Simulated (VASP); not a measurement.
# Ag2O3 (Pn-3m) in VASP: a series of runs

The runs below take Ag2O3 through single point, with r2SCAN.

Everything below comes from runs of VASP 6.6.1. Logs are shortened: lines on timing, memory, paths and dates and some standing lists are left out, and cuts for length are marked.

### 1 The cell of the first run

The structure is cubic, space group Pn-3m (No. 224). The conventional cell has a = 5.089 Å, b = 5.089 Å, c = 5.089 Å, α = 90.00°, β = 90.00°, γ = 90.00°. Within 2.9 Å of Ag (site symmetry -3m) lie 6 O at 2.20 Å. Within 2.9 Å of O (site symmetry -42m) lie 4 Ag at 2.20 Å and 4 O at 2.54 Å.

### 2 Single point, r2SCAN

File POSCAR:

```
Ag2O3
1.0
    5.0889829200      0.0000000000      0.0000000000
    0.0000000000      5.0889829200      0.0000000000
    0.0000000000      0.0000000000      5.0889829200
Ag O
4 6
Direct
    0.2500000000      0.2500000000      0.2500000000
    0.2500000000      0.7500000000      0.7500000000
    0.7500000000      0.7500000000      0.2500000000
    0.7500000000      0.2500000000      0.7500000000
    0.5000000000      0.0000000000      0.0000000000
    0.5000000000      0.0000000000      0.5000000000
    0.0000000000      0.5000000000      0.0000000000
    0.5000000000      0.5000000000      0.0000000000
    0.0000000000      0.5000000000      0.5000000000
    0.0000000000      0.0000000000      0.5000000000
```

File INCAR.step1:

```
  PREC = Accurate
  ENCUT = 520
  ISMEAR = -1
  SIGMA = 0.1
  LREAL = False
  LASPH = True
  NELM = 80
  NBANDS = 51
  GGA = PE
  ALGO = Normal
  EDIFF = 1E-4
  LWAVE = True
  LCHARG = False
```

File INCAR.step2:

```
  PREC = Accurate
  ENCUT = 520
  EDIFF = 1E-6
  ISMEAR = -1
  SIGMA = 0.1
  LREAL = False
  LASPH = True
  NELM = 80
  ALGO = Normal
  ISIF = 2
  LWAVE = False
  LCHARG = True
  METAGGA = R2SCAN
  LMIXTAU = True
  LELF = True
  LVHAR = True
  NBANDS = 51
  ISTART = 1
```

File KPOINTS:

```
regular mesh
0
Gamma
  7 7 7
```

Potentials or basis: VASP PAW PBE potentials, release 64 (Ag, O).

The run is started by

```bash
$ cat potpaw_PBE.64/Ag/POTCAR potpaw_PBE.64/O/POTCAR > POTCAR
$ cp INCAR.step1 INCAR
$ mpirun -np 1 vasp_std > vasp.out
$ cp INCAR.step2 INCAR
$ mpirun -np 1 vasp_std > vasp.out
```

OUTCAR:

```text
PREC = Accurate
   ENCUT = 520
   EDIFF = 1E-6
   ISMEAR = -1
   LREAL = False
   LASPH = True
   NELM = 80
   ISIF = 2
   METAGGA = R2SCAN
   ISTART = 1

 ion  position               nearest neighbor table
   1  0.250  0.250  0.250-   5 2.20   6 2.20   7 2.20   8 2.20   9 2.20  10 2.20   2 3.60   3 3.60
                             4 3.60   2 3.60   4 3.60   2 3.60   3 3.60   2 3.60   3 3.60   4 3.60
   2  0.250  0.750  0.750-   5 2.20   6 2.20   7 2.20   8 2.20   9 2.20  10 2.20   1 3.60   3 3.60
                             4 3.60   1 3.60   3 3.60   1 3.60   4 3.60   1 3.60   3 3.60   4 3.60
   3  0.750  0.750  0.250-   5 2.20   6 2.20   7 2.20   8 2.20   9 2.20  10 2.20   1 3.60   2 3.60
                             4 3.60   2 3.60   4 3.60   1 3.60   4 3.60   4 3.60   1 3.60   2 3.60
   4  0.750  0.250  0.750-   5 2.20   6 2.20   7 2.20   8 2.20   9 2.20  10 2.20   1 3.60   2 3.60
                             3 3.60   1 3.60   3 3.60   2 3.60   3 3.60   3 3.60   1 3.60   2 3.60
   5  0.500  0.000  0.000-   1 2.20   2 2.20   3 2.20   4 2.20
   6  0.500  0.000  0.500-   1 2.20   2 2.20   3 2.20   4 2.20
   7  0.000  0.500  0.000-   1 2.20   2 2.20   3 2.20   4 2.20
   8  0.500  0.500  0.000-   1 2.20   2 2.20   3 2.20   4 2.20
   9  0.000  0.500  0.500-   1 2.20   2 2.20   3 2.20   4 2.20
  10  0.000  0.000  0.500-   1 2.20   2 2.20   3 2.20   4 2.20

  LATTYP: Found a simple cubic cell.
 ALAT       =     5.0889829200

  Lattice vectors:

 A1 = (   5.0889829200,   0.0000000000,   0.0000000000)
 A2 = (   0.0000000000,   5.0889829200,   0.0000000000)
 A3 = (   0.0000000000,   0.0000000000,   5.0889829200)

Analysis of symmetry for initial positions (statically):
=====================================================================
 Subroutine PRICEL returns:
 Original cell was already a primitive cell.

 Routine SETGRP: Setting up the symmetry group for a
 simple cubic supercell.

 Subroutine GETGRP returns: Found 48 space group operations
 (whereof 24 operations were pure point group operations)
 out of a pool of 48 trial point group operations.

The static configuration has the point symmetry T_d .
 The point group associated with its full space group is O_h .

Analysis of symmetry for dynamics (positions and initial velocities):
=====================================================================
 Subroutine PRICEL returns:
 Original cell was already a primitive cell.

 Routine SETGRP: Setting up the symmetry group for a
 simple cubic supercell.

 Subroutine GETGRP returns: Found 48 space group operations
 (whereof 24 operations were pure point group operations)
 out of a pool of 48 trial point group operations.

The dynamic configuration has the point symmetry T_d .
 The point group associated with its full space group is O_h .

 Subroutine INISYM returns: Found 48 space group operations
 (whereof 24 operations are pure point group operations),
 and found     1 'primitive' translations

----------------------------------------------------------------------------------------

                                     Primitive cell

  volume of cell :     131.7932

  direct lattice vectors                    reciprocal lattice vectors
     5.088982920  0.000000000  0.000000000     0.196502919  0.000000000  0.000000000
     0.000000000  5.088982920  0.000000000     0.000000000  0.196502919  0.000000000
     0.000000000  0.000000000  5.088982920     0.000000000  0.000000000  0.196502919

  length of vectors
     5.088982920  5.088982920  5.088982920     0.196502919  0.196502919  0.196502919

  position of ions in fractional coordinates (direct lattice)
     0.250000000  0.250000000  0.250000000
     0.250000000  0.750000000  0.750000000
     0.750000000  0.750000000  0.250000000
     0.750000000  0.250000000  0.750000000
     0.500000000  0.000000000  0.000000000
     0.500000000  0.000000000  0.500000000
     0.000000000  0.500000000  0.000000000
     0.500000000  0.500000000  0.000000000
     0.000000000  0.500000000  0.500000000
     0.000000000  0.000000000  0.500000000

  ion indices of the primitive-cell ions
   primitive index   ion index
                 1           1
                 2           2
                 3           3
                 4           4
                 5           5
                 6           6
                 7           7
                 8           8
                 9           9
                10          10

----------------------------------------------------------------------------------------

 KPOINTS: regular mesh

Automatic generation of k-mesh.
 Grid dimensions read from file:
 generate k-points for:    7    7    7

 Generating k-lattice:

  Cartesian coordinates                     Fractional coordinates (reciprocal lattice)
     0.028071846  0.000000000  0.000000000     0.142857143  0.000000000  0.000000000
     0.000000000  0.028071846  0.000000000     0.000000000  0.142857143  0.000000000
     0.000000000  0.000000000  0.028071846     0.000000000  0.000000000  0.142857143

  Length of vectors
     0.028071846  0.028071846  0.028071846

  Shift w.r.t. Gamma in fractional coordinates (k-lattice)
     0.000000000  0.000000000  0.000000000

 Subroutine IBZKPT returns following result:
 ===========================================

 Found     20 irreducible k-points:

 Following reciprocal coordinates:
            Coordinates               Weight
  0.000000  0.000000  0.000000      1.000000
  0.142857  0.000000  0.000000      6.000000
  0.285714  0.000000  0.000000      6.000000
  0.428571  0.000000  0.000000      6.000000
  0.142857  0.142857  0.000000     12.000000
  0.285714  0.142857  0.000000     24.000000
[... 12 lines left out ...]
  0.428571  0.428571  0.285714     24.000000
  0.428571  0.428571  0.428571      8.000000
   k-points           NKPTS =     20   k-points in BZ     NKDIM =     20   number of bands    NBANDS=     51
   number of dos      NEDOS =    301   number of ions     NIONS =     10
   total plane-waves  NPLWV =  64000
   dimension x,y,z NGX =    40 NGY =   40 NGZ =   40
   dimension x,y,z NGXF=    80 NGYF=   80 NGZF=   80
   ions per type =               4   6
   NGX,Y,Z   is equivalent  to a cutoff of  13.07, 13.07, 13.07 a.u.
   NGXF,Y,Z  is equivalent  to a cutoff of  26.13, 26.13, 26.13 a.u.
 SYSTEM =  unknown system
   PREC   = accura    normal or accurate (medium, high low for compatibility)
   ISTART =      1    job   : 0-new  1-cont  2-samecut
   ICHARG =      0    charge: 1-file 2-atom 10-const
   ISPIN  =      1    spin polarized calculation?
   LNONCOLLINEAR =      F non collinear calculations
   LSORBIT =      F    spin-orbit coupling
   LASPH  =      T    aspherical Exc in radial PAW
   ENCUT  =  520.0 eV  38.22 Ry    6.18 a.u.   9.46  9.46  9.46*2*pi/ulx,y,z
   NELM   =     80;   NELMIN=  2; NELMDL=  0     # of ELM steps
   EDIFF  = 0.1E-05   stopping-criterion for ELM
   LREAL  =      F    real-space projection
   EDIFFG = 0.1E-04   stopping-criterion for IOM
   NSW    =      0    number of steps for IOM
   IBRION =     -1    ionic relax: 0-MD 1-quasi-New 2-CG
   NFREE  =      0    steps in history (QN), initial steepest desc. (CG)
   ISIF   =      2    stress and relaxation
   ISYM   =      2    0-nonsym 1-usesym 2-fastsym
   POTIM  = 0.5000    time-step for ionic-motion
   TEBEG  =    0.0;   TEEND  =   0.0 temperature during run
   PSTRESS=    0.0 pullay stress
   NELECT =      80.0000    total number of electrons
   NUPDOWN=      -1.0000    fix difference up-down
   EMIN   =  10.00;   EMAX   =-10.00  energy-range for DOS
   EFERMI =   0.00;   METHOD = LEGACY
   ISMEAR =    -1;   SIGMA  =   0.10  broadening in eV -4-tet -1-fermi 0-gaus
   EFERMI_NEDOS =   21; number of points for ismear=-14 and -15
   IALGO  =     38    algorithm
   IMIX   =      4    mixing-type and parameters
     AMIX     =   0.40;   BMIX     =  1.00
     AMIX_MAG =   1.60;   BMIX_MAG =  1.00
  volume/ion in A,a.u.               =      13.18        88.94
  Fermi-wavevector in a.u.,A,eV,Ry     =   1.386140  2.619425 26.142026  1.921385
  Thomas-Fermi vector in A             =   2.510484
   LORBIT       =      0    0 simple, 1 ext, 2 COOP (PROOUT), +10 PAW based schemes
   METAGGA = R2SCAN    functional components
   LHFCALC =     F    Hartree Fock is set to
   AEXX    =    0.0000 exact exchange contribution
   IVDW    =     0    specifies the selected vdW correction
   LEPSILON=     F    determine dielectric tensor
   LRPA    =     F    only Hartree local field effects (RPA)
 non-spin polarized calculation
  energy-cutoff  :      520.00
  volume of cell :      131.79
 maximum number of plane-waves:      3590
 NGX is ok and might be reduce to    40
   NGX = 19   NGY = 19   NGZ = 19

 number of electron      80.0000008 magnetization

 Free energy of the ion-electron system (eV)
  ---------------------------------------------------
  ext. energy  EPLUGINS =         0.00000000
  ---------------------------------------------------
  free energy    TOTEN  =      -119.47596332 eV

  energy without entropy =     -119.21488915  energy(sigma->0) =     -119.34542624

 E-fermi :   4.0312     XC(G=0): -11.6053

 val. band max:        4.0261495289   @ k =   0.2857   0.2857   0.1429
 cond. band min:       4.0422789797   @ k =   0.4286   0.4286   0.0000
 fundamental gap:      0.0161294508
 Fermi energy:         4.0312327996

 k-point     1 :       0.0000    0.0000    0.0000
  band No.  band energies     occupation
      1     -15.7781      2.00000
      2     -14.9209      2.00000
      3     -14.9209      2.00000
      4     -14.3923      2.00000
      5     -14.3923      2.00000
      6     -13.7603      2.00000
[... 43 lines left out ...]
     50      14.9783      0.00000
     51      14.9783      0.00000
[... 1024 lines left out ...]
     50      12.3615      0.00000
     51      12.3615      0.00000

------------------------ aborting loop because EDIFF is reached ----------------------------------------

  FORCE on cell =-STRESS in cart. coord.  units (eV):
  Direction    XX          YY          ZZ          XY          YZ          ZX
  --------------------------------------------------------------------------------------
  -------------------------------------------------------------------------------------
  Total       -4.2472784     -4.2472784     -4.2472784      0.0000000      0.0000000     -0.0000000
  in kB      -51.6331157    -51.6331157    -51.6331157      0.0000000      0.0000000     -0.0000000
  external PRESSURE =     -51.6331157 kB  Pullay stress =       0.0000000 kB

 VOLUME and BASIS-vectors are now :
 -----------------------------------------------------------------------------
  energy-cutoff  :      520.00
  volume of cell :      131.79
      direct lattice vectors                 reciprocal lattice vectors
     5.088982920  0.000000000  0.000000000     0.196502919  0.000000000  0.000000000
     0.000000000  5.088982920  0.000000000     0.000000000  0.196502919  0.000000000
     0.000000000  0.000000000  5.088982920     0.000000000  0.000000000  0.196502919

 POSITION                                       TOTAL-FORCE (eV/Angst)
 -----------------------------------------------------------------------------------
      1.27225      1.27225      1.27225         0.000000      0.000000      0.000000
      1.27225      3.81674      3.81674        -0.000000      0.000000     -0.000000
      3.81674      3.81674      1.27225         0.000000     -0.000000     -0.000000
      3.81674      1.27225      3.81674        -0.000000      0.000000     -0.000000
      2.54449      0.00000      0.00000        -0.000000     -0.000000      0.000000
      2.54449      0.00000      2.54449        -0.000000      0.000000      0.000000
      0.00000      2.54449      0.00000        -0.000000     -0.000000     -0.000000
      2.54449      2.54449      0.00000        -0.000000      0.000000      0.000000
      0.00000      2.54449      2.54449        -0.000000     -0.000000     -0.000000
      0.00000      0.00000      2.54449        -0.000000     -0.000000     -0.000000
 -----------------------------------------------------------------------------------
    total drift:                               -0.000000      0.000000     -0.000000

  FREE ENERGIE OF THE ION-ELECTRON SYSTEM (eV)
  ---------------------------------------------------
  free  energy   TOTEN  =      -119.4759633209 eV

  energy  without entropy=     -119.2148891525  energy(sigma->0) =     -119.34542624
```

Wall time 10 min (1 thread of Intel Xeon 6975P-C, shared host); peak memory 0.31 GiB.

What came out:

| Property | Result |
| --- | --- |
| Free energy | -119.4760 eV |
| Pressure | -5.2 GPa |
| Band gap on the k mesh | zero (band 40 reaches 4.61 eV, above the bottom of band 41 at 3.83 eV) |

Levels at points of the mesh, in eV from the Fermi level:
| k point | band 38 | band 39 | band 40 | band 41 | band 42 | band 43 |
| --- | --- | --- | --- | --- | --- | --- |
| (0.00, 0.00, 0.00) | -0.98 | 0.57 | 0.57 | 0.57 | 0.61 | 0.61 |

Caveat: the PAW data sets were made with another functional, which shifts forces and pressure a little.

### 3 Single point, r2SCAN

This run uses another cell than the first one, of 13.43 Å³/atom, 1.019 times its volume.

Changes to POSCAR since step 2:

```diff
@@ -2,5 +2,5 @@
 1.0
-    5.0889829200      0.0000000000      0.0000000000
-    0.0000000000      5.0889829200      0.0000000000
-    0.0000000000      0.0000000000      5.0889829200
+    5.1213976900      0.0000000000      0.0000000000
+    0.0000000000      5.1213976900      0.0000000000
+    0.0000000000      0.0000000000      5.1213976900
 Ag O
```

Changes to INCAR.step1 since step 2:

```diff
@@ -6,3 +6,3 @@
   LASPH = True
-  NELM = 80
+  NELM = 100
   NBANDS = 51
```

File INCAR.step2:

```
  PREC = Accurate
  ENCUT = 520
  EDIFF = 1E-7
  ISMEAR = -1
  SIGMA = 0.1
  LREAL = False
  LASPH = True
  NELM = 100
  ALGO = Normal
  ISIF = 2
  LWAVE = False
  LCHARG = False
  METAGGA = R2SCAN
  LMIXTAU = True
  NBANDS = 51
  ISTART = 1
```

KPOINTS is that of step 2.

Potentials or basis: VASP PAW PBE potentials, release 64 (Ag, O).

The run is started by

```bash
$ cat potpaw_PBE.64/Ag/POTCAR potpaw_PBE.64/O/POTCAR > POTCAR
$ cp INCAR.step1 INCAR
$ mpirun -np 1 vasp_std > vasp.out
$ cp INCAR.step2 INCAR
$ mpirun -np 1 vasp_std > vasp.out
```

Wall time 9.9 min (1 thread of Intel Xeon 6975P-C, shared host); peak memory 0.32 GiB.

It converged, with:

* Free energy: -119.3797 eV
* Pressure: -7.3 GPa
* Band gap on the k mesh: zero (band 40 reaches 4.33 eV, above the bottom of band 41 at 3.58 eV)

Levels at points of the mesh, in eV from the Fermi level:
| k point | band 38 | band 39 | band 40 | band 41 | band 42 | band 43 |
| --- | --- | --- | --- | --- | --- | --- |
| (0.00, 0.00, 0.00) | -0.93 | 0.55 | 0.55 | 0.55 | 0.60 | 0.60 |

Caveat: the PAW data sets were made with another functional, which shifts forces and pressure a little.
